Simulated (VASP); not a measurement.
Here is a VASP 6.6.1 calculation.

Contents of POSCAR:

```
Pt
1.0
    0.0000000000      1.9609000000      1.9609000000
    1.9609000000      0.0000000000      1.9609000000
    1.9609000000      1.9609000000      0.0000000000
Pt
1
Direct
    0.0000000000      0.0000000000      0.0000000000
```

Contents of INCAR.step1:

```
PREC = Accurate ; ENCUT = 400
EDIFF = 1E-5 ; ISMEAR = 1
SIGMA = 0.15 ; LREAL = False
LASPH = True ; NELM = 120
ALGO = Normal ; ISIF = 2
LWAVE = True ; GGA = PE
NBANDS = 11 ; GGA_COMPAT = False
```

Contents of INCAR.step2:

```
PREC = Accurate ; ENCUT = 400
EDIFF = 1E-6 ; ISMEAR = 1
SIGMA = 0.15 ; LREAL = False
LASPH = True ; NELM = 120
ALGO = Normal ; ISIF = 2
LWAVE = False ; LCHARG = True
GGA = PE ; LHFCALC = True
AEXX = 0.25 ; PRECFOCK = Normal
LELF = True ; LVHAR = True
ISTART = 1 ; NBANDS = 11
GGA_COMPAT = False
```

KPOINTS

```
Automatic mesh
0
Gamma
  7 7 7
```

Potentials or basis: VASP PAW PBE potentials, release 64 (Pt).

The run is started by

```console
$ cat potpaw_PBE.64/Pt/POTCAR > POTCAR
$ cp INCAR.step1 INCAR
$ mpirun -np 1 vasp_std > vasp.out
$ cp INCAR.step2 INCAR
$ mpirun -np 1 vasp_std > vasp.out
```

Estimate the pressure.

2.7 GPa.

Estimate the band gap on the k mesh.

zero (bands 5 and 6 overlap by 3.45 eV).

Caveat: the k points lie up to 0.40 Å⁻¹ apart, too coarse for converged energies and pressures of a metal; the PAW data sets were made with another functional, which shifts forces and pressure a little; spin-orbit coupling is left out, which moves the levels of the heavy elements.
